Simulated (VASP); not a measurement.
Set up this calculation in VASP 6.6.1, as the native input.

```yaml
Task: single point
Functional: r2SCAN
Potentials_or_basis: VASP PAW PBE potentials, release 64 (In_d, Ag, Te)
Cutoff: 550 eV
k_mesh: 4 × 4 × 4
Occupations: fermi-dirac, width 0.02 eV
Spin: non-collinear spin, zero start, spin-orbit coupling
Starting_moments: "[[0.0, 0.0, 0.0], [0.0, 0.0, 0.0], [0.0, 0.0, 0.0], [0.0, 0.0, 0.0], [0.0, 0.0, 0.0], [0.0, 0.0, 0.0], [0.0, 0.0, 0.0], [0.0, 0.0, 0.0]] μB"
Dipole_correction: no
Further_INCAR_settings: ALGO = Normal; EDIFF = 1e-06; NBANDS = 90
```

Crystal: InAgTe2.

```
CELL_PARAMETERS angstrom
-3.26041 3.26041 6.41750
3.26041 -3.26041 6.41750
3.26041 3.26041 -6.41750
ATOMIC_POSITIONS crystal
In 0.50000 0.50000 0.00000
In 0.25000 0.75000 0.50000
Ag 0.00000 0.00000 0.00000
Ag 0.75000 0.25000 0.50000
Te 0.37500 0.37193 0.49693
Te 0.62807 0.12500 0.00307
Te 0.87500 0.87807 0.50307
Te 0.12193 0.62500 0.99693
```

The input as run:

POSCAR

```
InAgTe2
1.0
   -3.2604079500      3.2604079500      6.4175039300
    3.2604079500     -3.2604079500      6.4175039300
    3.2604079500      3.2604079500     -6.4175039300
In Ag Te
2 2 4
Direct
    0.5000000000      0.5000000000      0.0000000000
    0.2500000000      0.7500000000      0.5000000000
    0.0000000000      0.0000000000      0.0000000000
    0.7500000000      0.2500000000      0.5000000000
    0.3750000000      0.3719264500      0.4969264500
    0.6280735500      0.1250000000      1.0030735500
    0.8750000000      0.8780735500      0.5030735500
    0.1219264500      0.6250000000     -0.0030735500
```

INCAR.step1

```
ALGO = Normal
EDIFF = 1E-5
ENCUT = 550
GGA = PE
GGA_COMPAT = False
ISMEAR = -1
KPAR = 4
LASPH = True
LCHARG = False
LMAXMIX = 4
LNONCOLLINEAR = True
LREAL = False
LSORBIT = True
LWAVE = True
MAGMOM = 0 0 0 0 0 0 0 0 0 0 0 0 0 0 0 0 0 0 0 0 0 0 0 0
NBANDS = 90
NELM = 200
PREC = Accurate
SIGMA = 0.02
```

INCAR.step2

```
ALGO = Normal
EDIFF = 1E-6
ENCUT = 550
GGA_COMPAT = False
ISIF = 2
ISMEAR = -1
ISTART = 1
KPAR = 4
LASPH = True
LCHARG = False
LMAXMIX = 4
LMIXTAU = True
LNONCOLLINEAR = True
LORBIT = 11
LORBMOM = True
LREAL = False
LSORBIT = True
LWAVE = False
MAGMOM = 0 0 0 0 0 0 0 0 0 0 0 0 0 0 0 0 0 0 0 0 0 0 0 0
METAGGA = R2SCAN
NBANDS = 90
NELM = 200
PREC = Accurate
SIGMA = 0.02
```

KPOINTS

```
k-points
0
Gamma
  4 4 4
```

Potentials or basis: VASP PAW PBE potentials, release 64 (In_d, Ag, Te).

Command:

```sh
$ cat potpaw_PBE.64/In_d/POTCAR potpaw_PBE.64/Ag/POTCAR potpaw_PBE.64/Te/POTCAR > POTCAR
$ cp INCAR.step1 INCAR
$ mpirun -np 4 vasp_ncl > vasp.out
$ cp INCAR.step2 INCAR
$ mpirun -np 4 vasp_ncl > vasp.out
```

It gave:

```json
{"Pressure": "0.0 GPa", "Largest force": "0.027 eV/Å", "Net moment": "0.00 μB per cell", "Valence electrons inside the program's atomic spheres": "In 11.39; Ag 9.87; Te 3.44"}
```

Caveat: the PAW data sets were made with another functional, which shifts forces and pressure a little.

Wall time 60 min on 4 MPI ranks on AMD EPYC 7R43 64-Core Processor (Zen 3) (shared host), peak memory 2.1 GiB a rank.
